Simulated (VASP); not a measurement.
Input of a VASP 6.6.1 run:

File INCAR:

```
SYSTEM = Rh
  PREC = Accurate
  ENCUT = 520
  EDIFF = 1E-6
  ISMEAR = 0
  SIGMA = 0.15
  LREAL = .FALSE.
  LASPH = .TRUE.
  NELM = 80
  ALGO = Fast
  ISIF = 2
  LWAVE = .FALSE.
  LCHARG = .FALSE.
  GGA = CA
  NBANDS = 38
```

Contents of KPOINTS:

```
Automatic mesh
0
G
  18 18 6
  0 0 0
```

The input POSCAR:

```
Rh
1.0
    2.9494233338      0.0000000000      0.0000000000
   -1.4747116669      2.2169118746      0.0000000000
    0.0000000000      0.0000000000      8.0315990299
Rh
4
Direct
    0.0000000000      0.0000000000      0.0000000000
    0.3333333333      0.6666666667      0.2500000000
    0.0000000000      0.0000000000      0.5000000000
    0.6666666667      0.3333333333      0.7500000000
```

Potentials or basis: VASP PAW LDA potentials, release 64 (Rh_pv).

The run is started by

```sh
$ cat potpaw_LDA.64/Rh_pv/POTCAR > POTCAR
$ mpirun -np 1 vasp_std > vasp.out
```

Question: Estimate the band gap on the k mesh.

Answer: Zero (bands 30 and 31 overlap by 2.17 eV).

Question: Estimate the pressure.

Answer: 11.6 GPa.

Question: Estimate the largest force.

Answer: 0.775 eV/Å.

Forces on the atoms (eV/Å):
```
Rh   0.000  0.000  0.000
Rh   0.000  0.775  0.000
Rh   0.000  0.000  0.000
Rh   0.000 -0.775  0.000
```

Caveat: the cell differs from its parent crystal (strain +e along x and -e along y +0.0733, strain +e along z and -e/2 along x and y -0.0733); the cell stands under pressure.
